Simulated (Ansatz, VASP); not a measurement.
## One calculation of Ga2O3, two programs

```
Ga O
1.0
     6.13871   -1.52365    0.00363
     6.13871    1.52365    0.00363
    -1.38044    0.00000    5.64418
Ga O
4 6
Direct
  0.34127 0.34127 0.68542
  0.65873 0.65873 0.31458
  0.90948 0.90948 0.20460
  0.09052 0.09052 0.79540
  0.50377 0.50377 0.74407
  0.49623 0.49623 0.25593
  0.82678 0.82678 0.43723
  0.17322 0.17322 0.56277
  0.16528 0.16528 0.10959
  0.83472 0.83472 0.89041
```

Alike in both runs: functional PBEsol; k mesh 10 × 10 × 6; occupations gaussian, width 0.02 eV; no spin polarisation.

Ansatz relaxed the structure, and its values are those at the end. VASP's run is a single point on that final structure, the one shown.

|  | VASP | Ansatz |
| --- | --- | --- |
| version | VASP 6.6.1 | Ansatz 0.2.0 |
| potentials or method | VASP PAW PBE potentials, release 64 (Ga_d, O), cutoff 520 eV | scalar-relativistic, plane waves, PAW |
| valence electrons in the cell | 88 | 88 |

VASP gave:

| Item | Value |
| --- | --- |
| gap on the k mesh at the Fermi level (eV) | 2.22 |
| least direct gap on the mesh (eV) | 2.24 |
| pressure (GPa) | 0.3 |
| rms of the force components (eV/Å) | 0.009 |

**Question.** What did Ansatz give for the same quantities?

**Answer.** gap on the k mesh at the Fermi level (eV): 2.22; least direct gap on the mesh (eV): 2.24; pressure (GPa): 0.0; rms of the force components (eV/Å): 0.002.

VASP's potentials were made for PBE, not for PBEsol.
